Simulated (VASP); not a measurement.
Here is a VASP 6.6.1 calculation.

INCAR

```
PREC = Accurate ; ENCUT = 520
EDIFF = 1E-7 ; ISMEAR = -1
SIGMA = 0.02 ; LREAL = False
LASPH = True ; NELM = 60
ALGO = Normal ; ISIF = 2
LWAVE = False ; LCHARG = True
GGA = PS ; LELF = True
LVHAR = True ; NBANDS = 16
```

KPOINTS

```
Automatic mesh
0
Gamma
  6 6 4
```

The input POSCAR:

```
MgO
1.0
    3.4426055806     -0.0000000030      0.0000000000
   -1.7213027877      2.9813838895      0.0000000000
    0.0000000000      0.0000000000      4.1409745637
Mg O
2 2
Direct
    0.3333333333      0.6666666667     -0.0477028045
    0.6666666667      0.3333333333      0.4522971955
    0.3333333333      0.6666666667      0.4523028045
    0.6666666667      0.3333333333      0.9523028045
```

Potentials or basis: VASP PAW PBE potentials, release 64 (Mg, O).

Run with:

```console
$ cat potpaw_PBE.64/Mg/POTCAR potpaw_PBE.64/O/POTCAR > POTCAR
$ mpirun -np 1 vasp_std > vasp.out
```

Q: What does it give for the band gap on the k mesh?

A: 3.48 eV.

Q: What does it give for the pressure?

A: 5.7 GPa.

Stress tensor (GPa, compression positive):
```
5.77 0.00 0.00
0.00 5.77 0.00
0.00 0.00 5.63
```

Caveat: the cell stands under pressure; the PAW data sets were made with another functional, which shifts forces and pressure a little.
